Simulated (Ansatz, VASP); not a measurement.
MgGeSb2: VASP beside Ansatz

File INCAR:

```
ALGO = Normal
EDIFF = 1E-7
ENCUT = 520
GGA = PE
ISIF = 2
ISMEAR = -1
LASPH = T
LCHARG = F
LREAL = F
LWAVE = F
NBANDS = 36
NELM = 60
PREC = Accurate
SIGMA = 0.02
```

The input KPOINTS:

```
k-points
0
Gamma
  6 6 2
```

Contents of POSCAR:

```
MgGeSb2
1.0
    4.4783294391      0.0000000000      0.0000000000
    0.0000000000      4.4783294391      0.0000000000
    0.0000000000      0.0000000000     13.1356452979
Mg Sb Ge
2 4 2
Direct
    0.5000000000      0.0000000000      0.8712861862
    0.0000000000      0.5000000000      0.1287138138
    0.5000000000      0.5000000000      0.0000000000
    0.0000000000      0.0000000000      0.2621285909
    0.5000000000      0.5000000000      0.5000000000
    0.0000000000      0.0000000000      0.7378714091
    0.5000000000      0.0000000000      0.3791555484
    0.0000000000      0.5000000000      0.6208444516
```

Input for Ansatz:

```yaml
crystal:
  lattice:
    - [4.4783294391, 0.0, 0.0]
    - [0.0, 4.4783294391, 0.0]
    - [0.0, 0.0, 13.1356452979]
  atoms:
    - { symbol: Mg, position: [0.5, 0.0, 0.8712861862] }
    - { symbol: Sb, position: [0.5, 0.5, 0.0] }
    - { symbol: Mg, position: [0.0, 0.5, 0.1287138138] }
    - { symbol: Sb, position: [0.0, 0.0, 0.2621285909] }
    - { symbol: Ge, position: [0.5, 0.0, 0.3791555484] }
    - { symbol: Sb, position: [0.5, 0.5, 0.5] }
    - { symbol: Ge, position: [0.0, 0.5, 0.6208444516] }
    - { symbol: Sb, position: [0.0, 0.0, 0.7378714091] }
kpoints:
  mp_grid: { grid: [6, 6, 2] }
hamiltonian:
  xc: pbe
scf:
  occupations: { method: fermi_dirac, width: 0.02 }
  n_extra_bands: 6
output:
  forces: true
  stress: true
  eigenvalues: true
```

Alike in both runs: task single point; functional PBE; k mesh 6 × 6 × 2; occupations fermi-dirac, width 0.02 eV; no spin polarisation.

```csv
,VASP,Ansatz
version,VASP 6.6.1,Ansatz 0.2.0
potentials or method,"VASP PAW PBE potentials, release 64 (Mg, Sb, Ge_d)","plane waves, PAW"
plane-wave cutoff (eV),520,420
valence electrons in the cell,52,108
```

|  | VASP | Ansatz | Ansatz less VASP |
| --- | --- | --- | --- |
| pressure (GPa) | 0.0 | 0.0 | -0.03 |
| rms of the force components (eV/Å) | 0.006 | 0.000 | -0.0052 |

The functional is the same, so the differences come from potentials, cutoffs and numerics. VASP's potentials hold 52 valence electrons a cell and Ansatz's 108, so a difference there can come from the potentials and not from the codes.

Neither program's run includes spin-orbit coupling.
